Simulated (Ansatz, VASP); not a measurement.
**KF: VASP beside Ansatz**

```
K F
1.0
     3.22655    0.00000    0.00000
     0.00000    3.22655    0.00000
     0.00000    0.00000    3.17887
K F
1 1
Direct
  0.00000 0.00000 0.00000
  0.50000 0.50000 0.50000
```

Change from the starting cell: biaxial_xy strain +1.5%.

Alike in both runs: task single point; functional HSE06; k mesh 6 × 6 × 6; no spin polarisation.

|  | VASP | Ansatz |
| --- | --- | --- |
| version | VASP 6.6.1 | Ansatz 0.2.0 |
| potentials or method | VASP PAW PBE potentials, release 64 (K_sv, F) | plane waves, PAW |
| plane-wave cutoff (eV) | 520 | 420 |
| occupations | gaussian, width 0.01 eV | fixed |
| valence electrons in the cell | 16 | 16 |

```csv
,VASP,Ansatz,Ansatz less VASP
gap on the k mesh at the Fermi level (eV),8.62,8.64,+0.020
pressure (GPa),0.5,0.4,-0.09
"traceless stress, the component that is largest in VASP (GPa)",0.92,0.92,-0.001
```

Ansatz's warnings: stress exchange threshold loose, stress scf threshold loose.
